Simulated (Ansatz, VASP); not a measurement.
One calculation of AgC2, two programs

```xyz
6
Lattice="2.5862 0.0000 0.0000 -1.2931 2.2397 0.0000 0.0000 0.0000 21.1271" Properties=species:S:1:pos:R:3 pbc="T T T"
Ag    1.2931    0.7466    3.5897
Ag    0.0000    1.4931   17.5374
C     0.0000    1.4931    5.4853
C     1.2931    0.7466   21.1278
C     0.0000    1.4931   -0.0007
C     1.2931    0.7466   15.6417
```

Change from the starting cell: species swapped into the MoSe2 type (P-3m1, No. 164).

Alike in both runs: functional PBE; k mesh 7 × 7 × 1; occupations gaussian, width 0.2 eV; no spin polarisation.

Ansatz relaxed the structure, and its values are those at the end. VASP's run is a single point on that final structure, the one shown.

|  | VASP | Ansatz |
| --- | --- | --- |
| version | VASP 6.6.1 | Ansatz 0.2.0 |
| potentials or method | VASP PAW PBE potentials, release 64 (Ag, C), cutoff 600 eV | scalar-relativistic, plane waves, PAW |
| valence electrons in the cell | 38 | 54 |

|  | VASP | Ansatz | Ansatz less VASP |
| --- | --- | --- | --- |
| gap on the k mesh at the Fermi level (eV) | none | none | - |
| rms of the force components (eV/Å) | 0.012 | 0.012 | 0.0000 |

A gap of «none» marks a metal or a gap that the smearing closes. VASP's potentials hold 38 valence electrons a cell and Ansatz's 54, so a difference there can come from the potentials and not from the codes.

The k mesh is coarse, so the values compare programs but aren't converged.
